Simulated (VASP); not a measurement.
# Ti3HO7 (a cell with a defect): single point with r2SCAN

Ti3HO7 (a cell with a defect):

```
CELL_PARAMETERS angstrom
4.59141 0.00000 0.00000
0.00000 4.59141 0.00000
0.00000 0.00000 5.87774
ATOMIC_POSITIONS crystal
Ti 0.99435 0.99844 0.99800
Ti 0.00452 0.00332 0.49874
Ti 0.50251 0.50487 0.75241
O 0.31108 0.30707 0.00126
O 0.69659 0.69605 0.00273
O 0.69350 0.70375 0.49933
O 0.19590 0.80208 0.25068
O 0.19119 0.80419 0.75006
O 0.81102 0.19151 0.25703
O 0.80384 0.19225 0.75075
H 0.30563 0.30467 0.50028
```

```json
{
  "Program": "VASP 6.6.1",
  "Task": "single point",
  "Functional": "r2SCAN",
  "Potentials or basis": "VASP PAW PBE potentials, release 64 (Ti_sv, O, H)",
  "Cutoff": "520 eV",
  "k mesh": "2 × 2 × 2, shifted",
  "Occupations": "fermi-dirac, width 0.05 eV",
  "Spin": "collinear spin",
  "Starting moments": "[0.0, 0.375, 0.375, 0.375, 0.375, 0.375, 0.375, 0.0, 0.375, 0.0, 0.375] μB"
}
```

| Item | Value |
| --- | --- |
| Largest force | 2.896 eV/Å |
| Net moment | -2.00 μB per cell |
| Site moments | Ti +0.10, +0.12; O -0.42, -0.32, -0.38, -0.40, -0.08, -0.29; H -0.05 μB |
| Valence electrons inside the program's atomic spheres | Ti 10.27, 10.29, 10.19; O 4.96, 4.98, 4.97, 5.13, 4.99; H 0.55 |

Forces on the atoms (eV/Å):
```
Ti   0.056  0.068  2.607
Ti  -1.317 -1.146 -2.311
Ti   0.741  0.741  1.706
O   -0.705 -0.644 -1.565
O    0.336  0.400 -1.739
O    0.390  0.143  1.186
O   -0.585  0.835  0.343
O    0.847 -0.570 -0.222
O    0.874 -0.443  0.012
O   -0.432  0.833 -0.471
H   -0.207 -0.216  0.453
```

Levels at points of the mesh, in eV from the Fermi level:
Spin up:
```tsv
k point	band 34	band 35	band 36	band 37	band 38	band 39	band 40	band 41	band 42	band 43
(0.25, 0.25, 0.25)	-1.03	-0.96	-0.73	-0.53	-0.33	-0.19	-0.09	0.17	2.80	3.07
```
Spin down:
| k point | band 37 | band 38 | band 39 | band 40 | band 41 | band 42 | band 43 | band 44 | band 45 | band 46 |
| --- | --- | --- | --- | --- | --- | --- | --- | --- | --- | --- |
| (0.25, 0.25, 0.25) | -1.29 | -1.13 | -0.99 | -0.77 | -0.72 | 2.86 | 3.09 | 3.20 | 3.36 | 3.51 |

It took 4.3 min on 1 thread of Intel(R) Xeon(R) Platinum 8259CL CPU @ 2.50GHz (Skylake/Cascade Lake), with other jobs on the host, peak memory 0.32 GiB.

Caveat: the k points lie up to 0.68 Å⁻¹ apart; the cell carries a net charge on a neutralising background, which shifts energy and pressure; the cell is charged against a uniform background, so pressure and absolute levels hang on convention; the PAW data sets were made with another functional, which shifts forces and pressure a little; semilocal functionals often make such compounds metallic where correlation or magnetic order opens a gap, which also shifts bond lengths.
